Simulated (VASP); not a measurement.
A run of VASP 6.6.1 is set up as follows.

File INCAR:

```
SYSTEM = Hf
  PREC = Accurate
  ENCUT = 520
  EDIFF = 1E-6
  ISMEAR = 0
  SIGMA = 0.15
  LREAL = .FALSE.
  LASPH = .TRUE.
  NELM = 80
  ALGO = Fast
  ISIF = 2
  LWAVE = .FALSE.
  LCHARG = .FALSE.
  GGA = PS
  NBANDS = 17
```

Contents of KPOINTS:

```
regular mesh
0
G
  18 18 10
  0 0 0
```

The input POSCAR:

```
Hf
1.0
    2.6862285941      0.0000000000      0.0000000000
   -1.3431142970      3.1474041568      0.0000000000
    0.0000000000      0.0000000000      4.9962244915
Hf
2
Direct
    0.3333333333      0.6666666667      0.2500000000
    0.6666666667      0.3333333333      0.7500000000
```

Potentials or basis: VASP PAW PBE potentials, release 64 (Hf_pv).

Command:

```console
$ cat potpaw_PBE.64/Hf_pv/POTCAR > POTCAR
$ mpirun -np 1 vasp_std > vasp.out
```

(1) What does it give for the largest force?

(2) What does it give for the band gap on the k mesh?

Answers

(1) 0.484 eV/Å.

(2) zero (bands 10 and 11 overlap by 1.53 eV).

Caveat: the cell differs from its parent crystal (strain +e along x and -e along y -0.1500, strain +e along z and -e/2 along x and y +0.0000); the PAW data sets were made with another functional, which shifts forces and pressure a little; spin-orbit coupling is left out, which moves the levels of the heavy elements.
